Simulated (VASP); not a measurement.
CuO, 4 atoms in the cell. Symmetry: Cccm, No. 66, orthorhombic system. Conventional cell: a = 3.942 Å, b = 4.264 Å, c = 5.156 Å, α = 90.00°, β = 90.00°, γ = 90.00°. Within 2.6 Å of Cu (site symmetry 2/m) lie 4 O at 1.94 Å. O (site symmetry 222) has 4 Cu at 1.94 Å and 2 O at 2.58 Å within 2.6 Å. 

* Program: VASP 6.6.1
* Task: single point
* Functional: PBEsol
* Potentials or basis: VASP PAW PBE potentials, release 64 (Cu_sv_GW, O_h)
* Cutoff: 1340 eV
* k mesh: 8 × 8 × 5
* Occupations: fermi-dirac, width 0.05 eV
* Spin: no spin polarisation
* Dipole correction: no
* Further INCAR settings: ALGO = Normal; EDIFF = 1e-06; NBANDS = 33

Potentials or basis: VASP PAW PBE potentials, release 64 (Cu_sv_GW, O_h).

Command:

```console
$ cat potpaw_PBE.64/Cu_sv_GW/POTCAR potpaw_PBE.64/O_h/POTCAR > POTCAR
$ mpirun -np 1 vasp_std > vasp.out
```

Hardware: 1 thread of Intel(R) Xeon(R) Platinum 8488C (Sapphire Rapids), on a shared host.

**Question.** How long does it take, and how much memory?

**Answer.** It took 5.4 min on 1 thread of Intel(R) Xeon(R) Platinum 8488C (Sapphire Rapids), with other jobs on the host, peak memory 0.52 GiB. Counts: scf iterations 14, k points 63.
